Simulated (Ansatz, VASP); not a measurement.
Two plane-wave programs on MnH3

```
CELL_PARAMETERS angstrom
2.68416 0.00000 0.00000
0.00000 2.68416 0.00000
0.00000 0.00000 2.68416
ATOMIC_POSITIONS crystal
Mn 0.00000 0.00000 0.00000
H 0.50000 0.50000 0.00000
H 0.50000 0.00000 0.50000
H 0.00000 0.50000 0.50000
```

Change from the starting cell: species swapped into the ZnPt3 type (Pm-3m, No. 221).

Alike in both runs: functional PBE; k mesh 18 × 18 × 18; occupations gaussian, width 0.1 eV; collinear spin.

Ansatz relaxed the structure, and its values are those at the end. VASP's run is a single point on that final structure, the one shown.

```csv
,VASP,Ansatz
version,VASP 6.6.1,Ansatz 0.2.0
potentials or method,"VASP PAW PBE potentials, release 64 (Mn_pv, H), cutoff 520 eV","scalar-relativistic, plane waves, PAW"
valence electrons in the cell,16,18
```

|  | VASP | Ansatz | Ansatz less VASP |
| --- | --- | --- | --- |
| gap on the k mesh at the Fermi level (eV) | none | none | - |
| pressure (GPa) | -0.2 | 0.0 | +0.16 |
| net moment per atom (μB) | 0.46 | 0.46 | -0.001 |
| size of the moment on the site where the two differ most (μB) | 1.92 | 1.63 | -0.288 |

Site moments also hang on the region over which each program counts them. A gap of «none» marks a metal or a gap that the smearing closes. VASP's potentials hold 16 valence electrons a cell and Ansatz's 18, so a difference there can come from the potentials and not from the codes.
